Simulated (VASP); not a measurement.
A run of VASP 6.6.1:

File INCAR:

```
SYSTEM = Cu
ALGO = Normal ; EDIFF = 1E-6
ENCUT = 520 ; GGA = CA
ISIF = 2 ; ISMEAR = 0
LASPH = .TRUE. ; LCHARG = .FALSE.
LREAL = .FALSE. ; LWAVE = .FALSE.
NBANDS = 12 ; NELM = 100
PREC = Accurate ; SIGMA = 0.1
```

Contents of KPOINTS:

```
k-points
0
G
  28 28 28
  0 0 0
```

POSCAR

```
Cu
1.0
    0.0000000000      1.7588811948      1.7588811948
    1.7588811948      0.0000000000      1.7588811948
    1.7588811948      1.7588811948      0.0000000000
Cu
1
Direct
    0.0000000000      0.0000000000      0.0000000000
```

Potentials or basis: VASP PAW LDA potentials, release 64 (Cu).

Launch:

```sh
$ cat potpaw_LDA.64/Cu/POTCAR > POTCAR
$ mpirun -np 1 vasp_std > vasp.out
```

Hardware: 1 thread of AMD EPYC 9R45 96-Core Processor (Zen 5), with other jobs on the host.

Question: Estimate the wall time of this run.

Answer: Run time: 34 s on 1 thread of AMD EPYC 9R45 96-Core Processor (Zen 5), with other jobs on the host, peak memory 0.15 GiB. Counts: scf iterations 12, k points 624.
